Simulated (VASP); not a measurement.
# Sr3Ta2O (P-6m2) in VASP: notebook

Runs on Sr3Ta2O. Level: PBE. Tasks: single point.

Program: VASP 6.6.1. These are calculated values, not measurements. Logs are shortened: lines on timing, memory, paths and dates and some standing lists are left out, and cuts for length are marked.

## Step 1: The cell of the first run

It takes space group P-6m2 (No. 187, hexagonal). Conventional cell: a = 4.300 Å, b = 4.300 Å, c = 9.033 Å, α = 90.00°, β = 90.00°, γ = 120.00°. Within 3.4 Å of Sr (site symmetry -6m2) lie 3 Sr at 2.48 Å and 6 Ta at 3.37 Å. Within 3.4 Å of Sr (site symmetry -6m2) lie 3 O at 2.48 Å and 6 Ta at 3.34 Å. Within 3.4 Å of Sr (site symmetry -6m2) lie 3 Sr at 2.48 Å and 6 Ta at 3.37 Å. Within 4.6 Å of Ta (site symmetry 3m) lie 3 O at 3.34 Å and 9 Sr at 3.34 to 3.37 Å and 8 Ta at 4.30 to 4.55 Å. Within 3.4 Å of O (site symmetry -6m2) lie 3 Sr at 2.48 Å and 6 Ta at 3.34 Å.

The cell was generated, and may not be a known phase.

## Step 2: Single point, PBE, collinear spin

Contents of INCAR:

```
PREC     = Accurate       # precision mode
ENCUT    = 520            # plane-wave cutoff, eV
EDIFF    = 1E-6           # SCF threshold, eV
ISMEAR   = 0              # smearing method
SIGMA    = 0.1            # smearing width, eV
LREAL    = False          # projectors in reciprocal space
LASPH    = True           # aspherical terms in the spheres
NELM     = 150            # most SCF steps
ALGO     = Normal         # electronic algorithm
ISIF     = 2              # what is computed and relaxed
LWAVE    = False          # write WAVECAR
LCHARG   = False          # write CHGCAR
ISPIN    = 2              # spin polarisation
MAGMOM   = 0 0 0 1 1 0    # initial moments
LORBIT   = 11             # projections on sites
LMAXMIX  = 4              # l up to which the mixer works
GGA      = PE             # functional
NBANDS   = 42             # bands
```

Contents of KPOINTS:

```
regular mesh
0
Gamma
  6 6 2
```

Contents of POSCAR:

```
Sr3Ta2O
1.0
    4.3003540900      0.0000000000      0.0000000000
   -2.1501770400      3.7242158900      0.0000000000
    0.0000000000      0.0000000000      9.0325171700
Sr Ta O
3 2 1
Direct
    0.0000000000      0.0000000000      0.5000000000
    0.3333333300      0.6666666700      0.0000000000
    0.3333333300      0.6666666700      0.5000000000
    0.6666666700      0.3333333300      0.2478670000
    0.6666666700      0.3333333300      0.7521330000
    0.0000000000      0.0000000000      0.0000000000
```

Potentials or basis: VASP PAW PBE potentials, release 64 (Sr_sv, Ta_pv, O).

Started as:

```
$ cat potpaw_PBE.64/Sr_sv/POTCAR potpaw_PBE.64/Ta_pv/POTCAR potpaw_PBE.64/O/POTCAR > POTCAR
$ mpirun -np 1 vasp_std > vasp.out
```

OUTCAR:

```text
PREC = Accurate
   ENCUT = 520
   EDIFF = 1E-6
   ISMEAR = 0
   LREAL = False
   LASPH = True
   NELM = 150
   ISIF = 2
   ISPIN = 2
   LORBIT = 11
   GGA = PE

 ion  position               nearest neighbor table
   1  0.000  0.000  0.500-   3 2.48   3 2.48   3 2.48   5 3.37   4 3.37   5 3.37   4 3.37   5 3.37
                             4 3.37   3 4.97   3 4.97   3 4.97
   2  0.333  0.667  0.000-   6 2.48   6 2.48   6 2.48   4 3.34   5 3.34   4 3.34   5 3.34   4 3.34
                             5 3.34   3 4.52   3 4.52
   3  0.333  0.667  0.500-   1 2.48   1 2.48   1 2.48   4 3.37   5 3.37   4 3.37   5 3.37   5 3.37
                             4 3.37   2 4.52   2 4.52   1 4.97   1 4.97   1 4.97
   4  0.667  0.333  0.248-   2 3.34   2 3.34   2 3.34   1 3.37   3 3.37   3 3.37   1 3.37   1 3.37
                             3 3.37
   5  0.667  0.333  0.752-   2 3.34   2 3.34   2 3.34   1 3.37   3 3.37   3 3.37   1 3.37   1 3.37
                             3 3.37
   6  0.000  0.000  0.000-   2 2.48   2 2.48   2 2.48

 -----------------------------------------------------------------------------
|                                                                             |
|           W    W    AA    RRRRR   N    N  II  N    N   GGGG   !!!           |
|           W    W   A  A   R    R  NN   N  II  NN   N  G    G  !!!           |
|           W    W  A    A  R    R  N N  N  II  N N  N  G       !!!           |
|           W WW W  AAAAAA  RRRRR   N  N N  II  N  N N  G  GGG   !            |
|           WW  WW  A    A  R   R   N   NN  II  N   NN  G    G                |
|           W    W  A    A  R    R  N    N  II  N    N   GGGG   !!!           |
|                                                                             |
|     The distance between some ions is very small. Please check the          |
|     nearest-neighbor list in the OUTCAR file.                               |
|     I HOPE YOU KNOW WHAT YOU ARE DOING!                                     |
|                                                                             |
 -----------------------------------------------------------------------------

  LATTYP: Found a hexagonal cell.
 ALAT       =     4.3003540900
 C/A-ratio  =     2.1004124267

  Lattice vectors:

 A1 = (   4.3003540900,   0.0000000000,   0.0000000000)
 A2 = (  -2.1501770400,   3.7242158900,   0.0000000000)
 A3 = (   0.0000000000,   0.0000000000,   9.0325171700)

Analysis of symmetry for initial positions (statically):
=====================================================================
 Subroutine PRICEL returns:
 Original cell was already a primitive cell.

 Routine SETGRP: Setting up the symmetry group for a
 hexagonal supercell.

 Subroutine GETGRP returns: Found 12 space group operations
 (whereof 12 operations were pure point group operations)
 out of a pool of 24 trial point group operations.

The static configuration has the point symmetry D_3h.

Analysis of symmetry for dynamics (positions and initial velocities):
[... 172 lines left out ...]

 val. band max:        3.3531096612   @ k =   0.1667   0.1667   0.5000
 cond. band min:       3.3818608443   @ k =   0.5000   0.0000   0.5000
 fundamental gap:      0.0287511831
 Fermi energy:         3.3625827675

 spin component 1

 k-point     1 :       0.0000    0.0000    0.0000
  band No.  band energies     occupation
      1     -33.0496      1.00000
      2     -31.8800      1.00000
      3     -31.8795      1.00000
      4     -31.8360      1.00000
      5     -31.8360      1.00000
      6     -31.8355      1.00000
[... 605 lines left out ...]
     40       5.9667      0.00000
     41       7.4735      0.00000
 Fermi energy:         3.3625827675

 spin component 2

 k-point     1 :       0.0000    0.0000    0.0000
  band No.  band energies     occupation
      1     -33.0140      1.00000
      2     -31.0887      1.00000
      3     -31.0887      1.00000
      4     -31.0882      1.00000
      5     -31.0882      1.00000
      6     -30.9990      1.00000
[... 605 lines left out ...]
     40       6.5962      0.00000
     41       7.5991      0.00000
 [bands above 41 left out]

------------------------ aborting loop because EDIFF is reached ----------------------------------------

  FORCE on cell =-STRESS in cart. coord.  units (eV):
  Direction    XX          YY          ZZ          XY          YZ          ZX
  --------------------------------------------------------------------------------------
  -------------------------------------------------------------------------------------
  Total       10.5398898     10.5398898      1.5437160      0.0000000      0.0000000      0.0000000
  in kB      116.7343824    116.7343826     17.0974017      0.0000002      0.0000000      0.0000000
  external PRESSURE =      83.5220556 kB  Pullay stress =       0.0000000 kB

 VOLUME and BASIS-vectors are now :
 -----------------------------------------------------------------------------
  energy-cutoff  :      520.00
  volume of cell :      144.66
      direct lattice vectors                 reciprocal lattice vectors
     4.300354090  0.000000000  0.000000000     0.232538991  0.134256448  0.000000000
    -2.150177040  3.724215890  0.000000000     0.000000000  0.268512898  0.000000000
     0.000000000  0.000000000  9.032517170     0.000000000  0.000000000  0.110711110

 POSITION                                       TOTAL-FORCE (eV/Angst)
 -----------------------------------------------------------------------------------
      0.00000      0.00000      4.51626        -0.000000      0.000000      0.000000
     -0.00000      2.48281      0.00000        -0.000000      0.000000      0.000000
     -0.00000      2.48281      4.51626         0.000000     -0.000000      0.000000
      2.15018      1.24141      2.23886        -0.000000      0.000000      0.315978
      2.15018      1.24141      6.79365        -0.000000      0.000000     -0.315978
      0.00000      0.00000      0.00000        -0.000000      0.000000      0.000000
 -----------------------------------------------------------------------------------
    total drift:                                0.000009     -0.000005     -0.000000

  FREE ENERGIE OF THE ION-ELECTRON SYSTEM (eV)
  ---------------------------------------------------
  free  energy   TOTEN  =       -23.3169468608 eV

  energy  without entropy=      -23.2802154256  energy(sigma->0) =      -23.29858114

 total charge

# of ion       s       p       d       tot
------------------------------------------
    1        2.046   5.799   0.682   8.527
    2        2.030   5.780   0.301   8.111
    3        2.043   5.808   0.680   8.531
    4        0.382   5.981   2.247   8.609
    5        0.382   5.981   2.247   8.609
    6        1.581   3.272   0.000   4.853
--------------------------------------------------
tot          8.463  32.621   6.157  47.241

 magnetization (x)

# of ion       s       p       d       tot
------------------------------------------
    1        0.001   0.031   0.014   0.046
    2        0.009   0.022   0.052   0.083
    3        0.006   0.020   0.007   0.033
    4        0.037   0.011   1.247   1.295
    5        0.037   0.011   1.247   1.295
    6        0.007  -0.014   0.000  -0.006
--------------------------------------------------
tot          0.096   0.081   2.568   2.744
```

stdout:

```text
POSCAR found type information on POSCAR SrTaO
 POSCAR found :  3 types and       6 ions
 scaLAPACK will be used
 LDA part: xc-table for (Slater+PW92), standard interpolation
 -----------------------------------------------------------------------------
|                                                                             |
|           W    W    AA    RRRRR   N    N  II  N    N   GGGG   !!!           |
|           W    W   A  A   R    R  NN   N  II  NN   N  G    G  !!!           |
|           W    W  A    A  R    R  N N  N  II  N N  N  G       !!!           |
|           W WW W  AAAAAA  RRRRR   N  N N  II  N  N N  G  GGG   !            |
|           WW  WW  A    A  R   R   N   NN  II  N   NN  G    G                |
|           W    W  A    A  R    R  N    N  II  N    N   GGGG   !!!           |
|                                                                             |
|     The distance between some ions is very small. Please check the          |
|     nearest-neighbor list in the OUTCAR file.                               |
|     I HOPE YOU KNOW WHAT YOU ARE DOING!                                     |
|                                                                             |
 -----------------------------------------------------------------------------

 POSCAR, INCAR and KPOINTS ok, starting setup
 FFT: planning ... GRIDC
 FFT: planning ... GRID_SOFT
 FFT: planning ... GRID
 WAVECAR not read
 entering main loop
```

It took 5.7 min on 1 thread of Intel Xeon Platinum 8488C (Sapphire Rapids), shared host; peak memory 0.36 GiB.

Results:

```
Free energy                                           : -23.3169 eV
Pressure                                              : 8.4 GPa
Largest force                                         : 0.316 eV/Å
Net moment                                            : 4.22 μB per cell
Site moments                                          : Sr +0.05, +0.08, +0.03; Ta +1.29; O -0.01 μB
Valence electrons inside the program's atomic spheres : Sr 8.53, 8.11 (each value once); Ta 8.61; O 4.85
```

Forces on the atoms (eV/Å):
```
Sr   0.000  0.000  0.000
Sr   0.000  0.000  0.000
Sr   0.000  0.000  0.000
Ta   0.000  0.000  0.316
Ta   0.000  0.000 -0.316
O    0.000  0.000  0.000
```

Caveat: the stress differs along the axes, from 2 to 12 GPa; spin-orbit coupling is left out, which moves the levels of the heavy elements.

## Step 3: Single point, PBE

This run uses another cell than the first one, of 26.64 Å³/atom.

Contents of INCAR:

```
SYSTEM = Sr3Ta2O
  PREC = Accurate
  ENCUT = 520
  EDIFF = 1E-7
  ISMEAR = 0
  SIGMA = 0.1
  LREAL = .False.
  LASPH = .True.
  NELM = 80
  ALGO = Normal
  ISIF = 2
  LWAVE = .False.
  LCHARG = .True.
  GGA = PE
  LELF = .True.
  LVHAR = .True.
  NBANDS = 38
```

Contents of KPOINTS:

```
Automatic mesh
0
Gamma
  12 12 6
  0 0 0
```

Contents of POSCAR:

```
Sr3Ta2O
1.0
    5.6216571060      0.0000000000      0.0000000000
   -2.8108285530      4.8684978652      0.0000000000
    0.0000000000      0.0000000000      5.8397731445
Sr Ta O
3 2 1
Direct
    0.0000000000      0.0000000000      0.5000000000
    0.3333333333      0.6666666667      0.0000000000
    0.3333333333      0.6666666667      0.5000000000
    0.6666666667      0.3333333333      0.2946501434
    0.6666666667      0.3333333333      0.7053498566
    0.0000000000      0.0000000000      0.0000000000
```

Potentials or basis: VASP PAW PBE potentials, release 64 (Sr_sv, Ta_pv, O).

Started as:

```
$ cat potpaw_PBE.64/Sr_sv/POTCAR potpaw_PBE.64/Ta_pv/POTCAR potpaw_PBE.64/O/POTCAR > POTCAR
$ mpirun -np 1 vasp_std > vasp.out
```

Run time: 12 min. Hardware: 1 thread of Intel Xeon Platinum 8488C (Sapphire Rapids), shared host; peak memory 0.55 GiB.

The run converged. Its results:

| Quantity | Value |
| --- | --- |
| Free energy | -28.4444 eV |
| Pressure | 0.2 GPa |
| Largest force | 0.058 eV/Å |
| Band gap on the k mesh | zero (bands 29 and 30 overlap by 0.33 eV) |

Forces on the atoms (eV/Å):
```
Sr   0.000  0.000  0.000
Sr   0.000  0.000  0.000
Sr   0.000  0.000  0.000
Ta   0.000  0.000 -0.058
Ta   0.000  0.000  0.058
O    0.000  0.000  0.000
```

Stress tensor (GPa, compression positive):
```
0.07 0.00 0.00
0.00 0.07 0.00
0.00 0.00 0.35
```

Levels at points of the mesh, in eV from the Fermi level:
```csv
k point,band 27,band 28,band 29,band 30,band 31,band 32
"(0.00, 0.00, 0.00)",-0.56,-0.56,0.16,0.16,0.42,0.57
"(0.50, 0.00, 0.00)",-0.94,-0.92,-0.38,-0.12,-0.08,1.37
"(0.00, 0.00, 0.50)",-0.15,-0.15,0.10,0.15,0.15,1.20
"(0.50, 0.00, 0.50)",-0.71,-0.04,0.12,0.36,0.56,0.68
```

Caveat: spin-orbit coupling is left out, which moves the levels of the heavy elements.

## Step 4: Single point, PBE, collinear spin

This run uses another cell than the first one, of 27.38 Å³/atom.

Contents of INCAR:

```
SYSTEM = Sr3Ta2O
ALGO = Normal
EDIFF = 1E-6
ENCUT = 520
GGA = PE
ISIF = 2
ISMEAR = 0
ISPIN = 2
LASPH = .True.
LCHARG = .False.
LMAXMIX = 4
LORBIT = 11
LREAL = .False.
LWAVE = .False.
MAGMOM = 0 0 0 1 1 0
NBANDS = 42
NELM = 150
PREC = Accurate
SIGMA = 0.1
```

Contents of KPOINTS:

```
k-points
0
Gamma
  6 6 2
  0 0 0
```

Contents of POSCAR:

```
Sr3Ta2O
1.0
    5.6360617481     -0.0000000038      0.0000000000
   -2.8180308708      4.8809726531      0.0000000000
    0.0000000000      0.0000000000      5.9709135577
Sr Ta O
3 2 1
Direct
    0.0000000000      0.0000000000      0.5000000000
    0.3333333333      0.6666666667      0.0000000000
    0.3333333333      0.6666666667      0.5000000000
    0.6666666667      0.3333333333      0.3026363733
    0.6666666667      0.3333333333      0.6973636267
    0.0000000000      0.0000000000      0.0000000000
```

Started as:

```
$ cat potpaw_PBE.64/Sr_sv/POTCAR potpaw_PBE.64/Ta_pv/POTCAR potpaw_PBE.64/O/POTCAR > POTCAR
$ mpirun -np 1 vasp_std > vasp.out
```

Run time: 5.8 min. Hardware: 1 thread of Intel Xeon Platinum 8488C (Sapphire Rapids), shared host; peak memory 0.42 GiB.

It converged, with:

```yaml
Free_energy: -28.3264 eV
Pressure: 0.2 GPa
Largest_force: 0.100 eV/Å
Net_moment: 0.71 μB per cell
Site_moments: Sr -0.01, +0.00, -0.00; Ta +0.32; O -0.00 μB
Valence_electrons_inside_the_program's_atomic_spheres: Sr 8.06, 8.04, 8.21; Ta 8.90; O 4.74
```

Forces in eV/Å, atoms in the order of the input:
```
Sr   0.000  0.000  0.000
Sr   0.000  0.000  0.000
Sr   0.000  0.000  0.000
Ta   0.000  0.000 -0.100
Ta   0.000  0.000  0.100
O    0.000  0.000  0.000
```

Stress tensor (GPa, compression positive):
```
0.12 0.00 0.00
0.00 0.12 0.00
0.00 0.00 0.32
```

Levels at points of the mesh, in eV from the Fermi level:
Spin up:
| k point | band 27 | band 28 | band 29 | band 30 | band 31 | band 32 |
| --- | --- | --- | --- | --- | --- | --- |
| (0.00, 0.00, 0.00) | -0.57 | -0.57 | 0.05 | 0.05 | 0.27 | 0.45 |
| (0.50, 0.00, 0.00) | -1.10 | -1.01 | -0.50 | -0.18 | -0.13 | 1.25 |
| (0.00, 0.00, 0.50) | -0.44 | -0.27 | -0.27 | 0.10 | 0.10 | 1.09 |
| (0.50, 0.00, 0.50) | -0.85 | -0.41 | -0.17 | 0.28 | 0.54 | 0.64 |
Spin down:
| k point | band 26 | band 27 | band 28 | band 29 | band 30 | band 31 |
| --- | --- | --- | --- | --- | --- | --- |
| (0.00, 0.00, 0.00) | -1.29 | -0.49 | -0.49 | 0.17 | 0.17 | 0.38 |
| (0.50, 0.00, 0.00) | -1.05 | -0.93 | -0.86 | -0.45 | -0.08 | -0.06 |
| (0.00, 0.00, 0.50) | -1.11 | -0.15 | -0.15 | 0.19 | 0.19 | 0.29 |
| (0.50, 0.00, 0.50) | -0.81 | -0.78 | -0.04 | 0.33 | 0.34 | 0.62 |

Caveat: the k points lie up to 0.53 Å⁻¹ apart; a moment this small can come from the mesh or the smearing; spin-orbit coupling is left out, which moves the levels of the heavy elements.

## Step 5: Overview

| spin | cell | k mesh | gap on the mesh (eV) | pressure (GPa) | moment (μB) | largest force (eV/Å) |
| --- | --- | --- | --- | --- | --- | --- |
| collinear | a = 4.300, b = 4.300, c = 9.033 Å, angles 90.0, 90.0, 120.0°, 6 atoms, atomic positions A | 6 × 6 × 2 | none | 8.4 | 4.22 | 0.32 |
| off | a = 5.622, b = 5.622, c = 5.840 Å, angles 90.0, 90.0, 120.0°, 6 atoms, atomic positions B | 12 × 12 × 6 | none | 0.2 | - | 0.06 |
| collinear | a = 5.636, b = 5.636, c = 5.971 Å, angles 90.0, 90.0, 120.0°, 6 atoms, atomic positions C | 6 × 6 × 2 | none | 0.2 | 0.71 | 0.10 |

Alike in all rows: task single point; level PBE; potentials or basis VASP PAW PBE potentials, release 64 (Sr_sv, Ta_pv, O); cutoff (eV) 520; smearing gaussian 0.1 eV.

Caveats: some runs use coarse meshes; spin-orbit coupling is left out, which moves the levels of the heavy elements; the stress differs along the axes, from 2 to 12 GPa (at least some runs); a moment this small can come from the mesh or the smearing (at least some runs).

Total energies depend on the potentials used, so only differences within one code and one set of settings carry meaning.

The gap in the log of VASP goes by the Fermi energy; the results here count the filled bands.